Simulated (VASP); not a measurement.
# Zr (P6_3/mmc) in VASP: further runs, part 2 of 2

VASP 6.6.1.

## (3) Single point, LDA

The input, INCAR:

```
PREC     = Accurate       # precision mode
ENCUT    = 520            # plane-wave cutoff, eV
EDIFF    = 1E-7           # SCF threshold, eV
ISMEAR   = -1             # smearing method
SIGMA    = 0.1            # smearing width, eV
LREAL    = F              # projectors in reciprocal space
LASPH    = T              # aspherical terms in the spheres
NELM     = 80             # most SCF steps
ALGO     = Normal         # electronic algorithm
ISIF     = 2              # what is computed and relaxed
LWAVE    = F              # write WAVECAR
LCHARG   = F              # write CHGCAR
GGA      = CA             # functional
NBANDS   = 19             # bands
```

The input, KPOINTS:

```
Automatic mesh
0
Gamma
  12 12 6
```

The input, POSCAR:

```
Zr
1.0
    3.1439658570      0.0000000000      0.0000000000
   -1.5719829285      2.7227543008      0.0000000000
    0.0000000000      0.0000000000      5.0894642375
Zr
2
Direct
    0.3333333333      0.6666666667      0.2500000000
    0.6666666667      0.3333333333      0.7500000000
```

Potentials or basis: VASP PAW LDA potentials, release 64 (Zr_sv).

Launch:

```bash
cat potpaw_LDA.64/Zr_sv/POTCAR > POTCAR
mpirun -np 1 vasp_std > vasp.out
```

OUTCAR:

```text
PREC = Accurate
   ENCUT = 520
   EDIFF = 1E-7
   ISMEAR = -1
   LREAL = F
   LASPH = T
   NELM = 80
   ISIF = 2
   GGA = CA

 ion  position               nearest neighbor table
   1  0.333  0.667  0.250-   2 3.13   2 3.13   2 3.13   2 3.13   2 3.13   2 3.13
   2  0.667  0.333  0.750-   1 3.13   1 3.13   1 3.13   1 3.13   1 3.13   1 3.13

  LATTYP: Found a hexagonal cell.
 ALAT       =     3.1439658570
 C/A-ratio  =     1.6188039149

  Lattice vectors:

 A1 = (   3.1439658570,   0.0000000000,   0.0000000000)
 A2 = (  -1.5719829285,   2.7227543008,   0.0000000000)
 A3 = (   0.0000000000,   0.0000000000,   5.0894642375)

Analysis of symmetry for initial positions (statically):
=====================================================================
 Subroutine PRICEL returns:
 Original cell was already a primitive cell.

 Routine SETGRP: Setting up the symmetry group for a
 hexagonal supercell.

 Subroutine GETGRP returns: Found 24 space group operations
 (whereof 12 operations were pure point group operations)
 out of a pool of 24 trial point group operations.

[... 154 lines left out ...]
 number of electron      23.9999999 magnetization

 Free energy of the ion-electron system (eV)
  ---------------------------------------------------
  ext. energy  EPLUGINS =         0.00000000
  ---------------------------------------------------
  free energy    TOTEN  =       -18.61651227 eV

  energy without entropy =      -18.54329766  energy(sigma->0) =      -18.57990497

 E-fermi :   9.5171     XC(G=0): -11.6000

 val. band max:        9.5128330145   @ k =   0.3333   0.1667   0.3333
 cond. band min:       9.5249563411   @ k =   0.0000   0.0000   0.5000
 fundamental gap:      0.0121233266
 Fermi energy:         9.5171214441

 k-point     1 :       0.0000    0.0000    0.0000
  band No.  band energies     occupation
      1     -38.8813      2.00000
      2     -38.6851      2.00000
      3     -17.6635      2.00000
      4     -16.5814      2.00000
      5     -16.5814      2.00000
      6     -16.4385      2.00000
[... 505 lines left out ...]
      6     -16.7694      2.00000
[... 11 lines left out ...]
     18      13.5854      0.00000
     19      14.9405      0.00000

 [... further k-points ...]
[... 5 lines left out ...]
  --------------------------------------------------------------------------------------
  -------------------------------------------------------------------------------------
  Total        0.0486134      0.0486134      0.0423596      0.0000000      0.0000000      0.0000000
  in kB        1.7877554      1.7877554      1.5577743      0.0000000      0.0000000      0.0000000
  external PRESSURE =       1.7110950 kB  Pullay stress =       0.0000000 kB

 VOLUME and BASIS-vectors are now :
 -----------------------------------------------------------------------------
  energy-cutoff  :      520.00
  volume of cell :       43.57
      direct lattice vectors                 reciprocal lattice vectors
     3.143965857  0.000000000  0.000000000     0.318069612  0.183637576  0.000000000
    -1.571982928  2.722754301  0.000000000     0.000000000  0.367275152  0.000000000
     0.000000000  0.000000000  5.089464237     0.000000000  0.000000000  0.196484336

 POSITION                                       TOTAL-FORCE (eV/Angst)
 -----------------------------------------------------------------------------------
     -0.00000      1.81517      1.27237        -0.000000      0.000000      0.000000
      1.57198      0.90758      3.81710         0.000000     -0.000000      0.000000
 -----------------------------------------------------------------------------------
    total drift:                                0.000000     -0.000000      0.000000

  FREE ENERGIE OF THE ION-ELECTRON SYSTEM (eV)
  ---------------------------------------------------
  free  energy   TOTEN  =       -18.6165122738 eV

  energy  without entropy=      -18.5432976643  energy(sigma->0) =      -18.57990497
```

OSZICAR:

```text
N       E                     dE             d eps       ncg     rms          rms(c)
DAV:   1     0.214584080834E+03    0.21458E+03   -0.13341E+04  2912   0.126E+03
DAV:   2    -0.290983790425E+01   -0.21749E+03   -0.21298E+03  3324   0.371E+02
DAV:   3    -0.189477567682E+02   -0.16038E+02   -0.15859E+02  5190   0.729E+01
DAV:   4    -0.192960716970E+02   -0.34831E+00   -0.34796E+00  3406   0.113E+01
DAV:   5    -0.193064578448E+02   -0.10386E-01   -0.10383E-01  4246   0.132E+00    0.163E+01
DAV:   6    -0.187264238368E+02    0.58003E+00   -0.85507E-01  3134   0.691E+00    0.668E+00
DAV:   7    -0.186133900903E+02    0.11303E+00   -0.55260E-01  4162   0.471E+00    0.108E+00
DAV:   8    -0.186163147397E+02   -0.29246E-02   -0.30928E-02  3815   0.143E+00    0.212E-01
DAV:   9    -0.186165214100E+02   -0.20667E-03   -0.97581E-04  3853   0.275E-01    0.246E-02
DAV:  10    -0.186165110292E+02    0.10381E-04   -0.33757E-05  4285   0.375E-02    0.212E-02
DAV:  11    -0.186165123078E+02   -0.12786E-05   -0.69596E-06  3157   0.286E-02    0.190E-03
DAV:  12    -0.186165122738E+02    0.34027E-07   -0.22138E-07  2832   0.323E-03
   1 F= -.18616512E+02 E0= -.18579905E+02  d E =-.732146E-01
```

Wall time 87 s (1 thread of AMD EPYC 7R13 (Zen 3), shared host); peak memory 0.14 GiB.

Results:

```yaml
Free_energy: -18.6165 eV
Pressure: 0.2 GPa
Band_gap_on_the_k_mesh: zero (band 12 reaches 10.50 eV, above the bottom of band 13 at 9.34 eV)
```

Levels at points of the mesh, in eV from the Fermi level:
| k point | band 8 | band 9 | band 10 | band 11 | band 12 | band 13 | band 14 | band 15 | band 16 | band 17 |
| --- | --- | --- | --- | --- | --- | --- | --- | --- | --- | --- |
| (0.00, 0.00, 0.00) | -25.94 | -5.70 | -3.18 | 0.90 | 0.90 | 0.90 | 1.43 | 1.62 | 1.62 | 2.38 |
| (0.50, 0.00, 0.00) | -26.08 | -2.78 | -2.56 | -2.33 | 0.09 | 0.62 | 0.80 | 1.52 | 5.41 | 5.69 |
| (0.00, 0.00, 0.50) | -26.02 | -3.95 | -3.95 | 0.01 | 0.01 | 0.83 | 0.83 | 0.83 | 0.83 | 4.25 |
| (0.50, 0.00, 0.50) | -26.23 | -3.04 | -3.04 | -1.21 | -1.21 | 2.00 | 2.00 | 2.41 | 2.41 | 5.65 |

## (4) Single point, LDA

The input, INCAR:

```
SYSTEM = Zr
PREC = Accurate
ENCUT = 520
EDIFF = 1E-7
ISMEAR = -1
SIGMA = 0.1
LREAL = .FALSE.
LASPH = .TRUE.
NELM = 80
ALGO = Normal
ISIF = 2
LWAVE = .FALSE.
LCHARG = .FALSE.
NBANDS = 19
```

The input, KPOINTS:

```
regular mesh
0
G
  12 12 7
  0 0 0
```

POSCAR is that of step 3.

Launch:

```bash
cat potpaw_LDA.64/Zr_sv/POTCAR > POTCAR
mpirun -np 1 vasp_std > vasp.out
```

It used 60 s of CPU time on 1 thread of AMD EPYC 7R13 Processor (Zen 3) (shared host).

The run converged. Its results:

```yaml
Free_energy: -18.6167 eV
Pressure: 0.2 GPa
Band_gap_on_the_k_mesh: zero (band 12 reaches 10.50 eV, above the bottom of band 13 at 9.34 eV)
```

Stress tensor (GPa, compression positive):
```
0.13 0.00 0.00
0.00 0.13 0.00
0.00 0.00 0.23
```

Levels at points of the mesh, in eV from the Fermi level:
| k point | band 8 | band 9 | band 10 | band 11 | band 12 | band 13 | band 14 | band 15 | band 16 | band 17 |
| --- | --- | --- | --- | --- | --- | --- | --- | --- | --- | --- |
| (0.00, 0.00, 0.00) | -25.94 | -5.70 | -3.19 | 0.90 | 0.90 | 0.90 | 1.43 | 1.62 | 1.62 | 2.38 |
| (0.50, 0.00, 0.00) | -26.09 | -2.78 | -2.57 | -2.33 | 0.09 | 0.62 | 0.80 | 1.52 | 5.41 | 5.68 |
